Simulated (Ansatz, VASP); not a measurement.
**One calculation of Sb, two programs**

```xyz
1
Lattice="0.0000 2.3712 2.3712 2.6084 0.0000 2.3712 2.6084 2.3712 0.0000" Properties=species:S:1:pos:R:3 pbc="T T T"
Sb    0.0000    0.0000    0.0000
```

Change from the starting cell: strain +0.1000 x Voigt [1, 0, 0, 0, 0, 0], atoms carried along.

Alike in both runs: task single point; functional PBEsol; k mesh 18 × 18 × 18; occupations gaussian, width 0.15 eV; no spin polarisation.

|  | VASP | Ansatz |
| --- | --- | --- |
| version | VASP 6.6.1 | Ansatz 0.2.0 |
| potentials or method | VASP PAW PBE potentials, release 64 (Sb), cutoff 520 eV | scalar-relativistic, plane waves, PAW |
| valence electrons in the cell | 5 | 15 |

```tsv
	VASP	Ansatz	Ansatz less VASP
gap on the k mesh at the Fermi level (eV)	none	none	-
pressure (GPa)	-5.9	-5.8	+0.04
traceless stress, the component that is largest in VASP (GPa)	0.88	0.89	+0.008
```

VASP's potentials were made for PBE, not for PBEsol. A gap of «none» marks a metal or a gap that the smearing closes. VASP's potentials hold 5 valence electrons a cell and Ansatz's 15, so a difference there can come from the potentials and not from the codes.

Spin-orbit coupling is off throughout.
